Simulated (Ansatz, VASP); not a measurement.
# Cl in VASP and in Ansatz

```
CELL_PARAMETERS angstrom
3.29607 -2.03334 0.00000
3.29607 2.03334 0.00000
0.00000 0.00000 8.09471
ATOMIC_POSITIONS crystal
Cl 0.87486 0.12514 0.10869
Cl 0.62514 0.37486 0.60869
Cl 0.12514 0.87486 0.89131
Cl 0.37486 0.62514 0.39131
```

Alike in both runs: task relaxation of cell and atoms; functional PBEsol; k mesh 6 × 6 × 4; occupations gaussian, width 0.02 eV; no spin polarisation.

```csv
,VASP,Ansatz
version,VASP 6.6.1,Ansatz 0.2.0
potentials or method,"VASP PAW PBE potentials, release 64 (Cl), cutoff 600 eV","scalar-relativistic, plane waves, PAW"
valence electrons in the cell,28,28
```

Ansatz gave:

| Item | Value |
| --- | --- |
| gap on the k mesh at the Fermi level, each at its own relaxed structure (eV) | 2.01 |
| relaxed volume (Å³/atom) | 26.80 |
| relaxed length of the cell vector where the two differ most in proportion (Å) | 3.961 |

Question: Which values does VASP return?

Answer: gap on the k mesh at the Fermi level, each at its own relaxed structure (eV): 2.17; relaxed volume (Å³/atom): 26.70; relaxed length of the cell vector where the two differ most in proportion (Å): 3.932.

VASP's potentials were made for PBE, not for PBEsol.
